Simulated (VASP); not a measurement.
Write the native input for VASP 6.6.1 that does the following.

- Task: single point
- Functional: r2SCAN
- Potentials or basis: VASP PAW PBE potentials, release 64 (Fe)
- Cutoff: 520 eV
- k mesh: 4 × 4 × 4
- Occupations: gaussian, width 0.1 eV
- Spin: collinear spin, ferromagnetic start
- Starting moments: [4.0, 4.0, 4.0, 4.0, 4.0, 4.0, 4.0, 4.0] μB
- Dipole correction: no
- Further INCAR settings: ALGO = Normal; EDIFF = 1e-06; NBANDS = 46

Fe:

```xyz
8
Lattice="4.5651 0.0000 0.0000 0.0000 4.5651 0.0000 0.0000 0.0000 4.5651" Properties=species:S:1:pos:R:3 pbc="T T T"
Fe    2.2826    2.2826    2.2826
Fe    0.0000    0.0000    0.0000
Fe    1.1413    0.0000    2.2826
Fe    2.2826    1.1413    0.0000
Fe    2.2826    3.4239    0.0000
Fe    3.4239    0.0000    2.2826
Fe    0.0000    2.2826    3.4239
Fe    0.0000    2.2826    1.1413
```

The input as run:

POSCAR

```
Fe
1.0
    4.5651422198      0.0000000000      0.0000000000
    0.0000000000      4.5651422198      0.0000000000
    0.0000000000      0.0000000000      4.5651422198
Fe
8
Direct
    0.5000000000      0.5000000000      0.5000000000
    0.0000000000      0.0000000000      0.0000000000
    0.2500000000      0.0000000000      0.5000000000
    0.5000000000      0.2500000000      0.0000000000
    0.5000000000      0.7500000000      0.0000000000
    0.7500000000      0.0000000000      0.5000000000
    0.0000000000      0.5000000000      0.7500000000
    0.0000000000      0.5000000000      0.2500000000
```

INCAR.step1

```
SYSTEM = Fe
PREC = Accurate
ENCUT = 520
ISMEAR = 0
SIGMA = 0.1
LREAL = .False.
LASPH = .True.
NELM = 150
ISPIN = 2
MAGMOM = 4 4 4 4 4 4 4 4
LMAXMIX = 4
NBANDS = 46
GGA = PE
ALGO = Normal
EDIFF = 1E-4
LWAVE = .True.
LCHARG = .False.
```

INCAR.step2

```
SYSTEM = Fe
PREC = Accurate
ENCUT = 520
EDIFF = 1E-6
ISMEAR = 0
SIGMA = 0.1
LREAL = .False.
LASPH = .True.
NELM = 150
ALGO = Normal
ISIF = 2
LWAVE = .False.
LCHARG = .False.
ISPIN = 2
MAGMOM = 4 4 4 4 4 4 4 4
LORBIT = 11
LMAXMIX = 4
METAGGA = R2SCAN
LMIXTAU = .True.
NBANDS = 46
ISTART = 1
```

KPOINTS

```
Automatic mesh
0
Gamma
  4 4 4
  0 0 0
```

Potentials or basis: VASP PAW PBE potentials, release 64 (Fe).

Command:

```bash
$ cat potpaw_PBE.64/Fe/POTCAR > POTCAR
$ cp INCAR.step1 INCAR
$ mpirun -np 1 vasp_std > vasp.out
$ cp INCAR.step2 INCAR
$ mpirun -np 1 vasp_std > vasp.out
```

It gave:

```json
{
 "Pressure": "1.6 GPa",
 "Net moment": "21.48 μB per cell",
 "Site moments": "Fe +2.75, +2.74 μB",
 "Valence electrons inside the program's atomic spheres": "Fe 7.21"
}
```

Caveat: the PAW data sets were made with another functional, which shifts forces and pressure a little.

Wall time 8.3 min on 1 thread of AMD EPYC 7R13 Processor (Zen 3) (shared host), peak memory 0.25 GiB.
